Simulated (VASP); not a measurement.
Al3Pd, 4 atoms in the cell. Symmetry: Pm-3m, No. 221, cubic system. The conventional cell has a = 3.832 Å, b = 3.832 Å, c = 3.832 Å, α = 90.00°, β = 90.00°, γ = 90.00°. Pd (site symmetry m-3m) has 12 Al at 2.71 Å within 3.6 Å. Within 3.6 Å of Al (site symmetry 4/mmm) lie 4 Pd at 2.71 Å and 8 Al at 2.71 Å. 

| Property | Result |
| --- | --- |
| Program | VASP 6.6.1 |
| Task | single point |
| Functional | PBEsol |
| Potentials or basis | VASP PAW PBE potentials, release 64 (Pd, Al) |
| Cutoff | 520 eV |
| k mesh | 7 × 7 × 7 |
| Occupations | fermi-dirac, width 0.05 eV |
| Spin | no spin polarisation |
| Dipole correction | no |
| Further INCAR settings | ALGO = Normal; EDIFF = 1e-07; NBANDS = 18 |

Potentials or basis: VASP PAW PBE potentials, release 64 (Pd, Al).

Run with:

```bash
$ cat potpaw_PBE.64/Pd/POTCAR potpaw_PBE.64/Al/POTCAR > POTCAR
$ mpirun -np 1 vasp_std > vasp.out
```

Hardware: 1 thread of Intel Xeon 6975P-C, on a shared host.

**Question.** How long does it take, and how much memory?

**Answer.** Wall time 12 s on 1 thread of Intel Xeon 6975P-C (shared host), peak memory 0.16 GiB. Counts: scf iterations 15, k points 20.
